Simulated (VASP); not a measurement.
Runs of VASP 6.6.1 on SrO. The structure is that of space group P6_3/mmc (No. 194), or close to it. The cells are those of the table. 

| cell | gap on the mesh (eV) | pressure (GPa) | largest force (eV/Å) |
| --- | --- | --- | --- |
| a = 4.304, b = 4.304, c = 5.190 Å, angles 90.0, 90.0, 120.0°, 4 atoms | (c) | -0.1 | 0.01 |
| a = 4.247, b = 4.247, c = 5.121 Å, angles 90.0, 90.0, 120.0°, 4 atoms | 2.69 | (d) | 0.02 |
| a = 4.218, b = 4.218, c = 5.086 Å, angles 90.0, 90.0, 120.0°, 4 atoms | (b) | 4.7 | 0.02 |
| a = 4.188, b = 4.188, c = 5.050 Å, angles 90.0, 90.0, 120.0°, 4 atoms | 2.82 | 6.7 | 0.02 |
| a = 4.275, b = 4.275, c = 5.156 Å, angles 90.0, 90.0, 120.0°, 4 atoms | 2.63 | 1.4 | 0.27 |
| a = 4.359, b = 4.359, c = 5.257 Å, angles 90.0, 90.0, 120.0°, 4 atoms | 2.45 | -2.5 | 0.01 |
| a = 4.332, b = 4.332, c = 5.223 Å, angles 90.0, 90.0, 120.0°, 4 atoms | (a) | -1.3 | 0.01 |

Alike in all rows: task single point; level PBE; potentials or basis VASP PAW PBE potentials, release 64 (Sr_sv, O); no spin polarisation; k mesh 7 × 7 × 5; cutoff (eV) 520; smearing fermi-dirac 0.05 eV.

Fill in the values left out.

(a) 2.51; (b) 2.76; (c) 2.57; (d) 2.9.

A k mesh can miss the band edges, and the runs leave out spin-orbit coupling on Sr.
